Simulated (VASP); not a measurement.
# SnP2 (P6_3/mmc) in VASP: relaxation of cell and atoms with PBE

Aim: the relaxation of cell and atoms of SnP2 with PBE.

Everything below comes from runs of VASP 6.6.1. Logs are shortened: lines on timing, memory, paths and dates and some standing lists are left out, and cuts for length are marked.

## (1) The cell of the first run

Symmetry: P6_3/mmc, No. 194, hexagonal system. Conventional cell: a = 3.226 Å, b = 3.226 Å, c = 12.547 Å, α = 90.00°, β = 90.00°, γ = 120.00°. Sn (site symmetry -6m2) has 6 P at 2.41 Å and 6 Sn at 3.23 Å within 3.3 Å. P (site symmetry 3m) has 3 Sn at 2.41 Å and 7 P at 3.07 to 3.23 Å within 3.3 Å.

## (2) Relaxation of cell and atoms, PBE

File INCAR:

```
PREC = Accurate
ENCUT = 600
EDIFF = 1E-6
ISMEAR = 0
SIGMA = 0.1
LREAL = False
LASPH = True
NELM = 80
ALGO = Normal
ISIF = 3
LWAVE = False
LCHARG = False
GGA = PE
IBRION = 2
NSW = 90
EDIFFG = -0.04
```

File KPOINTS:

```
Automatic mesh
0
Gamma
  6 6 2
```

File POSCAR:

```
SnP2
1.0
    3.2257829784      0.0000000000      0.0000000000
   -1.6128914892      2.7936100064      0.0000000000
    0.0000000000      0.0000000000     12.5469729908
Sn P
2 4
Direct
    0.3333333333      0.6666666667      0.2500000000
    0.6666666667      0.3333333333      0.7500000000
    0.3333333333      0.6666666667      0.6275000000
    0.6666666667      0.3333333333      0.1275000000
    0.3333333333      0.6666666667      0.8725000000
    0.6666666667      0.3333333333      0.3725000000
```

Potentials or basis: VASP PAW PBE potentials, release 64 (Sn_d, P).

Run with:

```sh
$ cat potpaw_PBE.64/Sn_d/POTCAR potpaw_PBE.64/P/POTCAR > POTCAR
$ mpirun -np 1 vasp_std > vasp.out
```

OUTCAR:

```text
PREC = Accurate
   ENCUT = 600
   EDIFF = 1E-6
   ISMEAR = 0
   LREAL = False
   LASPH = True
   NELM = 80
   ISIF = 3
   GGA = PE
   IBRION = 2
   NSW = 90
   EDIFFG = -0.04

 ion  position               nearest neighbor table
   1  0.333  0.667  0.250-   4 2.41   6 2.41   4 2.41   6 2.41   4 2.41   6 2.41
   2  0.667  0.333  0.750-   3 2.41   5 2.41   3 2.41   5 2.41   3 2.41   5 2.41
   3  0.333  0.667  0.627-   2 2.41   2 2.41   2 2.41
   4  0.667  0.333  0.127-   1 2.41   1 2.41   1 2.41
   5  0.333  0.667  0.873-   2 2.41   2 2.41   2 2.41
   6  0.667  0.333  0.373-   1 2.41   1 2.41   1 2.41

  LATTYP: Found a hexagonal cell.
 ALAT       =     3.2257829784
 C/A-ratio  =     3.8895899305

  Lattice vectors:

 A1 = (   3.2257829784,   0.0000000000,   0.0000000000)
 A2 = (  -1.6128914892,   2.7936100064,   0.0000000000)
 A3 = (   0.0000000000,   0.0000000000,  12.5469729908)

Analysis of symmetry for initial positions (statically):
=====================================================================
 Subroutine PRICEL returns:
 Original cell was already a primitive cell.

 Routine SETGRP: Setting up the symmetry group for a
 hexagonal supercell.

 Subroutine GETGRP returns: Found 24 space group operations
 (whereof 12 operations were pure point group operations)
 out of a pool of 24 trial point group operations.

The static configuration has the point symmetry D_3d.
 The point group associated with its full space group is D_6h.

Analysis of symmetry for dynamics (positions and initial velocities):
=====================================================================
 Subroutine PRICEL returns:
 Original cell was already a primitive cell.

 Routine SETGRP: Setting up the symmetry group for a
 hexagonal supercell.

 Subroutine GETGRP returns: Found 24 space group operations
 (whereof 12 operations were pure point group operations)
 out of a pool of 24 trial point group operations.

The dynamic configuration has the point symmetry D_3d.
 The point group associated with its full space group is D_6h.

 Subroutine INISYM returns: Found 24 space group operations
 (whereof 12 operations are pure point group operations),
 and found     1 'primitive' translations

----------------------------------------------------------------------------------------

                                     Primitive cell

  volume of cell :     113.0680

  direct lattice vectors                    reciprocal lattice vectors
     3.225782978  0.000000000  0.000000000     0.310002256  0.178979886  0.000000000
    -1.612891489  2.793610006  0.000000000     0.000000000  0.357959772  0.000000000
     0.000000000  0.000000000 12.546972991     0.000000000  0.000000000  0.079700498

  length of vectors
     3.225782978  3.225782978 12.546972991     0.357959772  0.357959772  0.079700498

  position of ions in fractional coordinates (direct lattice)
     0.333333333  0.666666667  0.250000000
     0.666666667  0.333333333  0.750000000
     0.333333333  0.666666667  0.627500000
     0.666666667  0.333333333  0.127500000
     0.333333333  0.666666667  0.872500000
     0.666666667  0.333333333  0.372500000

  ion indices of the primitive-cell ions
   primitive index   ion index
                 1           1
                 2           2
                 3           3
                 4           4
                 5           5
                 6           6

----------------------------------------------------------------------------------------

 KPOINTS: Automatic mesh

Automatic generation of k-mesh.
 Grid dimensions read from file:
 generate k-points for:    6    6    2

 Generating k-lattice:

  Cartesian coordinates                     Fractional coordinates (reciprocal lattice)
     0.051667043  0.029829981  0.000000000     0.166666667  0.000000000  0.000000000
     0.000000000  0.059659962  0.000000000     0.000000000  0.166666667  0.000000000
     0.000000000  0.000000000  0.039850249     0.000000000  0.000000000  0.500000000

  Length of vectors
     0.059659962  0.059659962  0.039850249

  Shift w.r.t. Gamma in fractional coordinates (k-lattice)
     0.000000000  0.000000000  0.000000000

 Subroutine IBZKPT returns following result:
 ===========================================

 Found     14 irreducible k-points:

 Following reciprocal coordinates:
            Coordinates               Weight
  0.000000  0.000000  0.000000      1.000000
  0.166667 -0.000000  0.000000      6.000000
  0.333333 -0.000000  0.000000      6.000000
  0.500000 -0.000000  0.000000      3.000000
  0.166667  0.166667  0.000000      6.000000
  0.333333  0.166667  0.000000     12.000000
  0.333333  0.333333  0.000000      2.000000
  0.000000  0.000000  0.500000      1.000000
  0.166667 -0.000000  0.500000      6.000000
  0.333333 -0.000000  0.500000      6.000000
  0.500000 -0.000000  0.500000      3.000000
  0.166667  0.166667  0.500000      6.000000
  0.333333  0.166667  0.500000     12.000000
  0.333333  0.333333  0.500000      2.000000
   k-points           NKPTS =     14   k-points in BZ     NKDIM =     14   number of bands    NBANDS=     28
   number of dos      NEDOS =    301   number of ions     NIONS =      6
   total plane-waves  NPLWV =  78400
   dimension x,y,z NGX =    28 NGY =   28 NGZ =  100
   dimension x,y,z NGXF=    56 NGYF=   56 NGZF=  200
   ions per type =               2   4
   NGX,Y,Z   is equivalent  to a cutoff of  14.43, 14.43, 13.25 a.u.
   NGXF,Y,Z  is equivalent  to a cutoff of  28.86, 28.86, 26.50 a.u.
 SYSTEM =  unknown system
   PREC   = accura    normal or accurate (medium, high low for compatibility)
   ISTART =      0    job   : 0-new  1-cont  2-samecut
   ICHARG =      2    charge: 1-file 2-atom 10-const
   ISPIN  =      1    spin polarized calculation?
   LNONCOLLINEAR =      F non collinear calculations
   LSORBIT =      F    spin-orbit coupling
   LASPH  =      T    aspherical Exc in radial PAW
   ENCUT  =  600.0 eV  44.10 Ry    6.64 a.u.   6.44  6.44 25.06*2*pi/ulx,y,z
   NELM   =     80;   NELMIN=  2; NELMDL= -5     # of ELM steps
   EDIFF  = 0.1E-05   stopping-criterion for ELM
   LREAL  =      F    real-space projection
   EDIFFG = -.4E-01   stopping-criterion for IOM
   NSW    =     90    number of steps for IOM
   IBRION =      2    ionic relax: 0-MD 1-quasi-New 2-CG
   NFREE  =      1    steps in history (QN), initial steepest desc. (CG)
   ISIF   =      3    stress and relaxation
   ISYM   =      2    0-nonsym 1-usesym 2-fastsym
   POTIM  = 0.5000    time-step for ionic-motion
   TEBEG  =    0.0;   TEEND  =   0.0 temperature during run
   PSTRESS=    0.0 pullay stress
   NELECT =      48.0000    total number of electrons
   NUPDOWN=      -1.0000    fix difference up-down
   EMIN   =  10.00;   EMAX   =-10.00  energy-range for DOS
   EFERMI =   0.00;   METHOD = LEGACY
   ISMEAR =     0;   SIGMA  =   0.10  broadening in eV -4-tet -1-fermi 0-gaus
   EFERMI_NEDOS =   21; number of points for ismear=-14 and -15
   IALGO  =     38    algorithm
   IMIX   =      4    mixing-type and parameters
     AMIX     =   0.40;   BMIX     =  1.00
     AMIX_MAG =   1.60;   BMIX_MAG =  1.00
  volume/ion in A,a.u.               =      18.84       127.17
  Fermi-wavevector in a.u.,A,eV,Ry     =   1.230388  2.325095 20.597230  1.513854
  Thomas-Fermi vector in A             =   2.365238
   LORBIT       =      0    0 simple, 1 ext, 2 COOP (PROOUT), +10 PAW based schemes
   GGA     = PE    functional components
   LHFCALC =     F    Hartree Fock is set to
   AEXX    =    0.0000 exact exchange contribution
   IVDW    =     0    specifies the selected vdW correction
   LEPSILON=     F    determine dielectric tensor
   LRPA    =     F    only Hartree local field effects (RPA)
 conjugate gradient relaxation of ions
 non-spin polarized calculation
 Gauss-broadening in eV      SIGMA  =   0.10
  energy-cutoff  :      600.00
  volume of cell :      113.07
 maximum number of plane-waves:      3808
 NGX is ok and might be reduce to    28
   NGX = 13   NGY = 13   NGZ = 51

--------------------------------------- Ionic step        1  -------------------------------------------

 number of electron      48.0000013 magnetization

 Free energy of the ion-electron system (eV)
  ---------------------------------------------------
  ext. energy  EPLUGINS =         0.00000000
  ---------------------------------------------------
  free energy    TOTEN  =       -21.21678476 eV

  energy without entropy =      -21.18722039  energy(sigma->0) =      -21.20200257

 E-fermi :   8.3146     XC(G=0): -10.5467

 val. band max:        8.2370119738   @ k =   0.1667   0.1667   0.0000
 cond. band min:       8.3409429072   @ k =   0.3333   0.1667   0.5000
 fundamental gap:      0.1039309334
 Fermi energy:         8.3145698339

 k-point     1 :       0.0000    0.0000    0.0000
  band No.  band energies     occupation
      1     -13.6671      2.00000
      2     -13.6671      2.00000
      3     -13.6671      2.00000
      4     -13.6671      2.00000
      5     -13.5745      2.00000
      6     -13.5743      2.00000
[... 460 lines left out ...]
  energy  without entropy=      -21.1872203915  energy(sigma->0) =      -21.20200257

--------------------------------------- Ionic step        2  -------------------------------------------

 number of electron      47.9999986 magnetization

 E-fermi :   2.5585     XC(G=0):  -8.3432

 val. band max:        2.5508496843   @ k =   0.1667   0.1667   0.0000
 cond. band min:       2.5805611495   @ k =   0.1667  -0.0000   0.5000
 fundamental gap:      0.0297114652
 Fermi energy:         2.5584973924

 k-point     1 :       0.0000    0.0000    0.0000
  band No.  band energies     occupation
      1     -18.7628      2.00000
      2     -18.7628      2.00000
      3     -18.7628      2.00000
      4     -18.7628      2.00000
      5     -18.7017      2.00000
      6     -18.7017      2.00000
[... 496 lines left out ...]
  FREE ENERGIE OF THE ION-ELECTRON SYSTEM (eV)
  ---------------------------------------------------
  free  energy   TOTEN  =       -24.6079767669 eV

  energy  without entropy=      -24.5702888408  energy(sigma->0) =      -24.58913280

[... ionic steps 4 to 18 ...]

--------------------------------------- Ionic step       19  -------------------------------------------

 number of electron      48.0000006 magnetization

------------------------ aborting loop because EDIFF is reached ----------------------------------------

  FORCE on cell =-STRESS in cart. coord.  units (eV):
  Direction    XX          YY          ZZ          XY          YZ          ZX
  --------------------------------------------------------------------------------------
  -------------------------------------------------------------------------------------
  Total        0.4314871      0.4314871      0.9076296      0.0000000      0.0000000      0.0000000
  in kB        4.6224060      4.6224060      9.7231925      0.0000000      0.0000000      0.0000000
  external PRESSURE =       6.3226682 kB  Pullay stress =       0.0000000 kB
[... 65 lines left out ...]
  energy  without entropy=      -25.8573987774  energy(sigma->0) =      -25.86543669

--------------------------------------- Ionic step       21  -------------------------------------------

 number of electron      48.0000008 magnetization

 Free energy of the ion-electron system (eV)
  ---------------------------------------------------
  ext. energy  EPLUGINS =         0.00000000
  ---------------------------------------------------
  free energy    TOTEN  =       -25.87445273 eV

  energy without entropy =      -25.85766881  energy(sigma->0) =      -25.86606077

 E-fermi :   5.0596     XC(G=0):  -9.2353

 val. band max:        5.0430403673   @ k =   0.3333   0.3333   0.0000
 cond. band min:       5.1231093796   @ k =   0.3333  -0.0000   0.5000
 fundamental gap:      0.0800690123
 Fermi energy:         5.0596406897

 k-point     1 :       0.0000    0.0000    0.0000
  band No.  band energies     occupation
      1     -16.4720      2.00000
      2     -16.4720      2.00000
      3     -16.4719      2.00000
      4     -16.4719      2.00000
      5     -16.3993      2.00000
      6     -16.3993      2.00000
[... 456 lines left out ...]
  FREE ENERGIE OF THE ION-ELECTRON SYSTEM (eV)
  ---------------------------------------------------
  free  energy   TOTEN  =       -25.8744527268 eV

  energy  without entropy=      -25.8576688074  energy(sigma->0) =      -25.86606077

 reached required accuracy - stopping structural energy minimisation
```

It took 6 min on 1 thread of AMD EPYC 9R45 (Zen 5), shared host; peak memory 0.26 GiB.

What came out:

| Item | Value |
| --- | --- |
| Free energy | -25.8745 eV |
| Relaxed volume | 25.43 Å³/atom |
| Relaxed cell | a = 4.245 Å, b = 4.245 Å, c = 9.777 Å, α = 90.00°, β = 90.00°, γ = 120.00° |
| Space group after relaxing (to 0.1 Å) | P6_3/mmc (No. 194) |
| Energy gained by relaxing | 776.3 meV/atom |
| Ionic steps | 21 |
| Pressure after relaxing | -0.1 GPa |
| Largest force after relaxing | 0.018 eV/Å |
| Band gap on the k mesh | zero (bands 24 and 25 overlap by 0.73 eV) |

Forces in eV/Å, atoms in the order of the input:
```
Sn   0.000  0.000  0.000
Sn   0.000  0.000  0.000
P    0.000  0.000  0.018
P    0.000  0.000  0.018
P    0.000  0.000 -0.018
P    0.000  0.000 -0.018
```

The path:
```csv
step,energy change (eV),largest force (eV/Å),pressure (GPa),volume (Å³)
1,0.0000,3.7796,35.81,113.07
2,-0.8105,1.4453,-10.25,196.82
3,-3.3912,0.1819,-1.40,147.42
4,-3.3993,0.1148,-0.73,146.03
5,-3.4009,0.0699,-0.28,145.13
6,-3.6040,0.0344,-0.24,145.18
7,-4.1133,0.3681,0.30,144.01
8,-4.4421,0.4603,5.53,135.07
9,-4.5135,0.2265,3.45,139.13
10,-4.5135,0.2122,3.34,139.40
11,-4.5752,0.0488,2.07,141.53
12,-4.6131,0.2593,-0.37,146.40
13,-4.6159,0.2029,0.05,145.44
14,-4.6159,0.1956,0.13,145.32
15,-4.6186,0.1906,0.14,145.53
16,-4.6266,0.1755,0.20,146.17
17,-4.6408,0.1290,0.36,147.46
18,-4.6525,0.1290,0.71,150.06
19,-4.6530,0.0704,0.63,149.56
20,-4.6567,0.0287,0.25,150.99
21,-4.6577,0.0175,-0.13,152.56
```

Final structure:
```xyz
6
Lattice="4.2448 0.0000 0.0000 -2.1224 3.6761 0.0000 0.0000 0.0000 9.7768" Properties=species:S:1:pos:R:3 pbc="T T T"
Sn    0.0000    2.4508    2.4442
Sn    2.1224    1.2254    7.3326
P     0.0000    2.4508    6.1357
P     2.1224    1.2254    1.2474
P     0.0000    2.4508    8.5294
P     2.1224    1.2254    3.6410
```

Caveat: the k points lie up to 0.32 Å⁻¹ apart in the final cell, too coarse for converged energies and pressures of a metal; the volume moved by over 15 % at a fixed basis, so the end points are rough; spin-orbit coupling is left out, which moves the levels of the heavy elements.
